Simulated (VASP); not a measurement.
# TaGe3W2 (P6_3/mcm) in VASP: relaxation of cell and atoms with PBE

Aim: the relaxation of cell and atoms of TaGe3W2 with PBE.

Everything below comes from runs of VASP 6.6.1. Logs are shortened: lines on timing, memory, paths and dates and some standing lists are left out, and cuts for length are marked.

### 1 The cell of the first run

It takes space group P6_3/mcm (No. 193, hexagonal). The conventional cell has a = 5.466 Å, b = 5.466 Å, c = 7.607 Å, α = 90.00°, β = 90.00°, γ = 120.00°. Ta (site symmetry -3m) has 6 Ge at 2.66 Å and 6 W at 3.16 Å within 3.5 Å. Within 3.5 Å of Ge (site symmetry m2m) lie 4 W at 2.62 Å and 2 Ta at 2.66 Å and 6 Ge at 3.13 to 3.21 Å. W (site symmetry 32) has 6 Ge at 2.62 Å and 3 W at 3.16 Å and 3 Ta at 3.16 Å within 3.5 Å.

### 2 Relaxation of cell and atoms, PBE

INCAR

```
ALGO = Fast
EDIFF = 1E-6
EDIFFG = -0.01
ENCUT = 600
GGA = PE
IBRION = 2
ISIF = 3
ISMEAR = 0
LASPH = True
LCHARG = False
LREAL = False
LWAVE = False
NELM = 60
NSW = 100
PREC = Accurate
SIGMA = 0.1
```

KPOINTS

```
k-points
0
Gamma
  6 6 4
```

POSCAR

```
TaGe3W2
1.0
    5.4656993924      0.0000000000      0.0000000000
   -2.7328496962      4.7334345232      0.0000000000
    0.0000000000      0.0000000000      7.6065855514
Ta Ge W
2 6 4
Direct
    0.0000000000      0.0000000000      0.5000000000
    0.0000000000      0.0000000000      0.0000000000
    0.3392659673      0.0000000000      0.2500000000
    0.6607340327      0.0000000000      0.7500000000
    0.0000000000      0.3392659673      0.2500000000
    0.0000000000      0.6607340327      0.7500000000
    0.6607340327      0.6607340327      0.2500000000
    0.3392659673      0.3392659673      0.7500000000
    0.6666666667      0.3333333333      0.5000000000
    0.3333333333      0.6666666667      0.0000000000
    0.3333333333      0.6666666667      0.5000000000
    0.6666666667      0.3333333333      0.0000000000
```

Potentials or basis: VASP PAW PBE potentials, release 64 (Ta_pv, Ge_d, W_sv).

The run is started by

```
cat potpaw_PBE.64/Ta_pv/POTCAR potpaw_PBE.64/Ge_d/POTCAR potpaw_PBE.64/W_sv/POTCAR > POTCAR
mpirun -np 1 vasp_std > vasp.out
```

OUTCAR:

```text
EDIFF = 1E-6
   EDIFFG = -0.01
   ENCUT = 600
   GGA = PE
   IBRION = 2
   ISIF = 3
   ISMEAR = 0
   LASPH = True
   LREAL = False
   NELM = 60
   NSW = 100
   PREC = Accurate

 ion  position               nearest neighbor table
   1  0.000  0.000  0.500-   5 2.66   6 2.66   7 2.66   8 2.66   3 2.66   4 2.66   9 3.16  11 3.16
                            11 3.16   9 3.16   9 3.16  11 3.16
   2  0.000  0.000  0.000-   5 2.66   6 2.66   7 2.66   8 2.66   3 2.66   4 2.66  10 3.16  12 3.16
                            10 3.16  12 3.16  12 3.16  10 3.16
   3  0.339  0.000  0.250-  10 2.62  11 2.62   9 2.62  12 2.62   1 2.66   2 2.66
   4  0.661  0.000  0.750-   9 2.62  12 2.62  11 2.62  10 2.62   1 2.66   2 2.66
   5  0.000  0.339  0.250-   9 2.62  12 2.62  11 2.62  10 2.62   1 2.66   2 2.66
   6  0.000  0.661  0.750-  10 2.62  11 2.62   9 2.62  12 2.62   1 2.66   2 2.66
   7  0.661  0.661  0.250-   9 2.62  12 2.62  11 2.62  10 2.62   1 2.66   2 2.66
   8  0.339  0.339  0.750-  10 2.62  11 2.62   9 2.62  12 2.62   1 2.66   2 2.66
   9  0.667  0.333  0.500-   4 2.62   5 2.62   3 2.62   6 2.62   7 2.62   8 2.62  11 3.16   1 3.16
                            11 3.16   1 3.16   1 3.16  11 3.16
  10  0.333  0.667  0.000-   3 2.62   6 2.62   4 2.62   5 2.62   8 2.62   7 2.62  12 3.16   2 3.16
                            12 3.16   2 3.16   2 3.16  12 3.16
  11  0.333  0.667  0.500-   3 2.62   6 2.62   4 2.62   5 2.62   8 2.62   7 2.62   9 3.16   1 3.16
                             9 3.16   1 3.16   1 3.16   9 3.16
  12  0.667  0.333  0.000-   4 2.62   5 2.62   3 2.62   6 2.62   7 2.62   8 2.62  10 3.16   2 3.16
                            10 3.16   2 3.16   2 3.16  10 3.16

  LATTYP: Found a hexagonal cell.
 ALAT       =     5.4656993924
 C/A-ratio  =     1.3916948235

  Lattice vectors:

 A1 = (   5.4656993924,   0.0000000000,   0.0000000000)
 A2 = (  -2.7328496962,   4.7334345232,   0.0000000000)
 A3 = (   0.0000000000,   0.0000000000,   7.6065855514)

Analysis of symmetry for initial positions (statically):
=====================================================================
 Subroutine PRICEL returns:
 Original cell was already a primitive cell.

 Routine SETGRP: Setting up the symmetry group for a
 hexagonal supercell.

 Subroutine GETGRP returns: Found 24 space group operations
 (whereof 12 operations were pure point group operations)
 out of a pool of 24 trial point group operations.

The static configuration has the point symmetry D_3d.
 The point group associated with its full space group is D_6h.

Analysis of symmetry for dynamics (positions and initial velocities):
=====================================================================
 Subroutine PRICEL returns:
 Original cell was already a primitive cell.

 Routine SETGRP: Setting up the symmetry group for a
 hexagonal supercell.

 Subroutine GETGRP returns: Found 24 space group operations
 (whereof 12 operations were pure point group operations)
 out of a pool of 24 trial point group operations.

The dynamic configuration has the point symmetry D_3d.
 The point group associated with its full space group is D_6h.

 Subroutine INISYM returns: Found 24 space group operations
 (whereof 12 operations are pure point group operations),
 and found     1 'primitive' translations

----------------------------------------------------------------------------------------

                                     Primitive cell

  volume of cell :     196.7940

  direct lattice vectors                    reciprocal lattice vectors
     5.465699392  0.000000000  0.000000000     0.182959202  0.105631545  0.000000000
    -2.732849696  4.733434523  0.000000000     0.000000000  0.211263089  0.000000000
     0.000000000  0.000000000  7.606585551     0.000000000  0.000000000  0.131465030

  length of vectors
     5.465699392  5.465699392  7.606585551     0.211263089  0.211263089  0.131465030

  position of ions in fractional coordinates (direct lattice)
     0.000000000  0.000000000  0.500000000
     0.000000000  0.000000000  0.000000000
     0.339265967  0.000000000  0.250000000
     0.660734033  0.000000000  0.750000000
     0.000000000  0.339265967  0.250000000
     0.000000000  0.660734033  0.750000000
     0.660734033  0.660734033  0.250000000
     0.339265967  0.339265967  0.750000000
     0.666666667  0.333333333  0.500000000
     0.333333333  0.666666667  0.000000000
     0.333333333  0.666666667  0.500000000
     0.666666667  0.333333333  0.000000000

  ion indices of the primitive-cell ions
   primitive index   ion index
                 1           1
[... 41 lines left out ...]
  0.166667  0.000000  0.000000      6.000000
  0.333333  0.000000  0.000000      6.000000
  0.500000  0.000000  0.000000      3.000000
  0.166667  0.166667  0.000000      6.000000
  0.333333  0.166667  0.000000     12.000000
[... 13 lines left out ...]
  0.333333  0.166667  0.500000     12.000000
  0.333333  0.333333  0.500000      2.000000
   k-points           NKPTS =     21   k-points in BZ     NKDIM =     21   number of bands    NBANDS=     97
   number of dos      NEDOS =    301   number of ions     NIONS =     12
   total plane-waves  NPLWV = 147456
   dimension x,y,z NGX =    48 NGY =   48 NGZ =   64
   dimension x,y,z NGXF=    96 NGYF=   96 NGZF=  128
   ions per type =               2   6   4
   NGX,Y,Z   is equivalent  to a cutoff of  14.60, 14.60, 13.99 a.u.
   NGXF,Y,Z  is equivalent  to a cutoff of  29.20, 29.20, 27.98 a.u.
 SYSTEM =  unknown system
   PREC   = accura    normal or accurate (medium, high low for compatibility)
   ISTART =      0    job   : 0-new  1-cont  2-samecut
   ICHARG =      2    charge: 1-file 2-atom 10-const
   ISPIN  =      1    spin polarized calculation?
   LNONCOLLINEAR =      F non collinear calculations
   LSORBIT =      F    spin-orbit coupling
   LASPH  =      T    aspherical Exc in radial PAW
   ENCUT  =  600.0 eV  44.10 Ry    6.64 a.u.  10.92 10.92 15.19*2*pi/ulx,y,z
   NELM   =     60;   NELMIN=  2; NELMDL= -5     # of ELM steps
   EDIFF  = 0.1E-05   stopping-criterion for ELM
   LREAL  =      F    real-space projection
   EDIFFG = -.1E-01   stopping-criterion for IOM
   NSW    =    100    number of steps for IOM
   IBRION =      2    ionic relax: 0-MD 1-quasi-New 2-CG
   NFREE  =      1    steps in history (QN), initial steepest desc. (CG)
   ISIF   =      3    stress and relaxation
   ISYM   =      2    0-nonsym 1-usesym 2-fastsym
   POTIM  = 0.5000    time-step for ionic-motion
   TEBEG  =    0.0;   TEEND  =   0.0 temperature during run
   PSTRESS=    0.0 pullay stress
   NELECT =     162.0000    total number of electrons
   NUPDOWN=      -1.0000    fix difference up-down
   EMIN   =  10.00;   EMAX   =-10.00  energy-range for DOS
   EFERMI =   0.00;   METHOD = LEGACY
   ISMEAR =     0;   SIGMA  =   0.10  broadening in eV -4-tet -1-fermi 0-gaus
   EFERMI_NEDOS =   21; number of points for ismear=-14 and -15
   IALGO  =     68    algorithm
   IMIX   =      4    mixing-type and parameters
     AMIX     =   0.40;   BMIX     =  1.00
     AMIX_MAG =   1.60;   BMIX_MAG =  1.00
  volume/ion in A,a.u.               =      16.40       110.67
  Fermi-wavevector in a.u.,A,eV,Ry     =   1.534296  2.899399 32.028997  2.354065
  Thomas-Fermi vector in A             =   2.641244
   LORBIT       =      0    0 simple, 1 ext, 2 COOP (PROOUT), +10 PAW based schemes
   GGA     = PE    functional components
   LHFCALC =     F    Hartree Fock is set to
   AEXX    =    0.0000 exact exchange contribution
   IVDW    =     0    specifies the selected vdW correction
   LEPSILON=     F    determine dielectric tensor
   LRPA    =     F    only Hartree local field effects (RPA)
 conjugate gradient relaxation of ions
 non-spin polarized calculation
 RMM-DIIS sequential band-by-band and
 Gauss-broadening in eV      SIGMA  =   0.10
  energy-cutoff  :      600.00
  volume of cell :      196.79
 maximum number of plane-waves:      6600
 NGX is ok and might be reduce to    48
   NGX = 21   NGY = 21   NGZ = 31

--------------------------------------- Ionic step        1  -------------------------------------------

 number of electron     161.9999966 magnetization

 Free energy of the ion-electron system (eV)
  ---------------------------------------------------
  ext. energy  EPLUGINS =         0.00000000
  ---------------------------------------------------
  free energy    TOTEN  =      -101.10418977 eV

  energy without entropy =     -101.07247105  energy(sigma->0) =     -101.08833041

------------------------ aborting loop because EDIFF is reached ----------------------------------------

  FORCE on cell =-STRESS in cart. coord.  units (eV):
  Direction    XX          YY          ZZ          XY          YZ          ZX
  --------------------------------------------------------------------------------------
  -------------------------------------------------------------------------------------
  Total       -0.3867617     -0.3867617      0.3297371      0.0000000     -0.0000000      0.0000000
  in kB       -3.1487788     -3.1487788      2.6845190      0.0000000     -0.0000000      0.0000000
  external PRESSURE =      -1.2043462 kB  Pullay stress =       0.0000000 kB
[... 119 lines left out ...]
  FREE ENERGIE OF THE ION-ELECTRON SYSTEM (eV)
  ---------------------------------------------------
  free  energy   TOTEN  =      -101.1066522315 eV

  energy  without entropy=     -101.0763333384  energy(sigma->0) =     -101.09149278

[... ionic steps 4 to 16 ...]

--------------------------------------- Ionic step       17  -------------------------------------------

 number of electron     161.9999992 magnetization

------------------------ aborting loop because EDIFF is reached ----------------------------------------
[... 87 lines left out ...]
--------------------------------------- Ionic step       19  -------------------------------------------

 number of electron     161.9999994 magnetization

 Free energy of the ion-electron system (eV)
  ---------------------------------------------------
  ext. energy  EPLUGINS =         0.00000000
  ---------------------------------------------------
  free energy    TOTEN  =      -101.11012080 eV

  energy without entropy =     -101.08334124  energy(sigma->0) =     -101.09673102

 E-fermi :   8.7809     XC(G=0): -12.6828

 val. band max:        8.7808385624   @ k =   0.3333   0.3333   0.2500
 cond. band min:       8.8278875265   @ k =   0.5000   0.0000   0.0000
 fundamental gap:      0.0470489641
 Fermi energy:         8.7808992750

 k-point     1 :       0.0000    0.0000    0.0000
  band No.  band energies     occupation
      1     -65.2062      2.00000
      2     -65.2057      2.00000
      3     -65.1912      2.00000
      4     -65.1908      2.00000
      5     -29.5547      2.00000
      6     -29.5182      2.00000
[... 2005 lines left out ...]
     92      11.0376      0.00000
     93      11.0911      0.00000
 [bands above 93 left out]

------------------------ aborting loop because EDIFF is reached ----------------------------------------

  FORCE on cell =-STRESS in cart. coord.  units (eV):
  Direction    XX          YY          ZZ          XY          YZ          ZX
  --------------------------------------------------------------------------------------
  -------------------------------------------------------------------------------------
  Total        0.0169736      0.0169736      0.0030251      0.0000000      0.0000000      0.0000000
  in kB        0.1386702      0.1386702      0.0247145      0.0000000      0.0000000      0.0000000
  external PRESSURE =       0.1006850 kB  Pullay stress =       0.0000000 kB
[... 27 lines left out ...]
  FREE ENERGIE OF THE ION-ELECTRON SYSTEM (eV)
  ---------------------------------------------------
  free  energy   TOTEN  =      -101.1101207991 eV

  energy  without entropy=     -101.0833412383  energy(sigma->0) =     -101.09673102

 reached required accuracy - stopping structural energy minimisation
```

Run time: 2.6 h. Hardware: 1 thread of Oxide Virtual Turin-like, shared host; peak memory 0.62 GiB.

What came out:

```yaml
Free_energy: -101.1101 eV
Relaxed_volume: 16.34 Å³/atom
Relaxed_cell: a = 5.428 Å, b = 5.428 Å, c = 7.685 Å, α = 90.00°, β = 90.00°, γ = 120.00°
Space_group_after_relaxing_to_0.1_Å: P6_3/mcm (No. 193)
Energy_gained_by_relaxing: 0.5 meV/atom
Ionic_steps: 19
Pressure_after_relaxing: 0.0 GPa
Largest_force_after_relaxing: 0.010 eV/Å
Band_gap_on_the_k_mesh: zero (bands 81 and 82 overlap by 1.16 eV)
```

Forces on the atoms (eV/Å):
```
Ta   0.000  0.000  0.000
Ta   0.000  0.000  0.000
Ge   0.010  0.000  0.000
Ge  -0.010  0.000  0.000
Ge  -0.005  0.008  0.000
Ge   0.005 -0.008  0.000
Ge  -0.005 -0.008  0.000
Ge   0.005  0.008  0.000
W    0.000  0.000  0.000
W    0.000  0.000  0.000
W    0.000  0.000  0.000
W    0.000  0.000  0.000
```

Step by step:
```
step  energy change (eV)  largest force (eV/Å)  pressure (GPa)  volume (Å³)
   1              0.0000                0.0012           -0.12       196.79
   2             -0.0014                0.0047            0.16       196.44
   3             -0.0025                0.0131            0.52       195.93
   4             -0.0006                0.0247            1.33       194.89
   5             -0.0026                0.0149            0.60       195.76
   6             -0.0030                0.0162            0.61       195.76
   7             -0.0040                0.0190            0.51       195.77
   8             -0.0054                0.0230            0.35       195.77
   9             -0.0053                0.0241            0.30       195.77
  10             -0.0056                0.0204            0.15       195.90
  11             -0.0056                0.0201            0.12       195.94
  12             -0.0058                0.0191            0.05       196.03
  13             -0.0059                0.0161           -0.18       196.20
  14             -0.0059                0.0213            0.09       196.08
  15             -0.0059                0.0161           -0.06       196.14
  16             -0.0059                0.0195           -0.04       196.12
  17             -0.0059                0.0194            0.02       196.11
  18             -0.0059                0.0155            0.01       196.11
  19             -0.0059                0.0098            0.01       196.11
```

Final structure:
```
Ta Ge W
1.0
     5.42840    0.00000    0.00000
    -2.71420    4.70113    0.00000
     0.00000    0.00000    7.68469
Ta Ge W
2 6 4
Cartesian
  0.0000 0.0000 3.8423
  0.0000 0.0000 0.0000
  1.8429 0.0000 1.9212
  3.5855 0.0000 5.7635
  -0.9214 1.5960 1.9212
  -1.7928 3.1051 5.7635
  1.7928 3.1051 1.9212
  0.9214 1.5960 5.7635
  2.7142 1.5670 3.8423
  0.0000 3.1341 0.0000
  0.0000 3.1341 3.8423
  2.7142 1.5670 0.0000
```

Caveat: spin-orbit coupling is left out, which moves the levels of the heavy elements.

The gap in the log of VASP goes by the Fermi energy; the results here count the filled bands.